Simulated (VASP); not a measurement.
Wanted: the native input for a VASP 6.6.1 run.

* Task: single point
* Functional: PBEsol
* Potentials or basis: VASP PAW PBE potentials, release 64 (K_sv, H, F)
* Cutoff: 520 eV
* k mesh: 2 × 2 × 2, shifted
* Occupations: gaussian, width 0.1 eV
* Spin: no spin polarisation
* Dipole correction: no
* Further INCAR settings: LREAL = Auto; ALGO = Normal; EDIFF = 1e-06; NBANDS = 62; ISYM = 0

The structure of KHF2 lies in POSCAR:

```
KHF2
1.0
    5.6700000000      0.0000000000      0.0000000000
    0.0000000000      5.6700000000      0.0000000000
    0.0000000000      0.0000000000      6.8100000000
K H F
4 4 8
Direct
    0.0000000000      0.0000000000      0.2500000000
    0.5000000000      0.5000000000      0.7500000000
    0.0000000000      0.0000000000      0.7500000000
    0.5000000000      0.5000000000      0.2500000000
    0.0000000000      0.5000000000      0.0000000000
    0.5000000000      0.0000000000      0.5000000000
    0.5000000000      0.0000000000      0.0000000000
    0.0000000000      0.5000000000      0.5000000000
    0.1408000000      0.6408000000      0.0000000000
    0.6408000000      0.1408000000      0.5000000000
    0.3592000000      0.1408000000      0.0000000000
    0.8592000000      0.6408000000      0.5000000000
    0.3592000000      0.8592000000      0.5000000000
    0.8592000000      0.3592000000      0.0000000000
    0.1408000000      0.3592000000      0.5000000000
    0.6408000000      0.8592000000      0.0000000000
```

These files were run (other wordings do the same):

INCAR

```
PREC = Accurate ; ENCUT = 520
EDIFF = 1E-6 ; ISMEAR = 0
SIGMA = 0.1 ; LREAL = Auto
LASPH = True ; NELM = 60
ALGO = Normal ; ISIF = 2
LWAVE = False ; LCHARG = True
GGA = PS ; LELF = True
LVHAR = True ; NBANDS = 62
ISYM = 0
```

KPOINTS

```
Automatic mesh
0
Gamma
  2 2 2
  0.5 0.5 0.5
```

Potentials or basis: VASP PAW PBE potentials, release 64 (K_sv, H, F).

Launch:

```bash
$ cat potpaw_PBE.64/K_sv/POTCAR potpaw_PBE.64/H/POTCAR potpaw_PBE.64/F/POTCAR > POTCAR
$ mpirun -np 1 vasp_std > vasp.out
```

It gave:

```
Pressure               : 0.3 GPa
Largest force          : 0.572 eV/Å
Band gap on the k mesh : 8.30 eV
```

Caveat: the k points lie up to 0.55 Å⁻¹ apart; the PAW data sets were made with another functional, which shifts forces and pressure a little.

Wall time 55 s on 1 thread of AMD EPYC 9R14 (Zen 4), with other jobs on the host, peak memory 0.27 GiB.
